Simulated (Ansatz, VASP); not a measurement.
## Ga2O3 in VASP and in Ansatz

```
CELL_PARAMETERS angstrom
6.94200 0.00000 0.00000
0.00000 4.73200 0.00000
0.00000 0.00000 4.85500
ATOMIC_POSITIONS crystal
Ga 0.11724 0.75407 0.03473
Ga 0.61724 0.74593 0.96527
Ga 0.88276 0.75407 0.46527
Ga 0.38276 0.74593 0.53473
Ga 0.88276 0.24593 0.96527
Ga 0.38276 0.25407 0.03473
Ga 0.11724 0.24593 0.53473
Ga 0.61724 0.25407 0.46527
O 0.84730 0.60820 0.10338
O 0.34730 0.89180 0.89662
O 0.15270 0.60820 0.39662
O 0.65270 0.89180 0.60338
O 0.15270 0.39180 0.89662
O 0.65270 0.10820 0.10338
O 0.84730 0.39180 0.60338
O 0.34730 0.10820 0.39662
O 0.00000 0.05376 0.25000
O 0.50000 0.44624 0.75000
O 0.00000 0.94624 0.75000
O 0.50000 0.55376 0.25000
```

Alike in both runs: functional PBE; k mesh 3 × 5 × 5; occupations fermi-dirac, width 0.02 eV; no spin polarisation.

Ansatz relaxed the structure, and its values are those at the end. VASP's run is a single point on that final structure, the one shown.

|  | VASP | Ansatz |
| --- | --- | --- |
| version | VASP 6.6.1 | Ansatz 0.2.0 |
| potentials or method | VASP PAW PBE potentials, release 64 (Ga_d, O) | plane-wave PAW, scalar-relativistic |
| plane-wave cutoff (eV) | 520 | 420 |
| valence electrons in the cell | 176 | 176 |

|  | VASP | Ansatz | Ansatz less VASP |
| --- | --- | --- | --- |
| gap on the k mesh at the Fermi level (eV) | 4.32 | 4.33 | +0.004 |
| rms of the force components (eV/Å) | 0.023 | 0.007 | -0.0158 |

Ansatz's warnings: stress scf threshold loose.
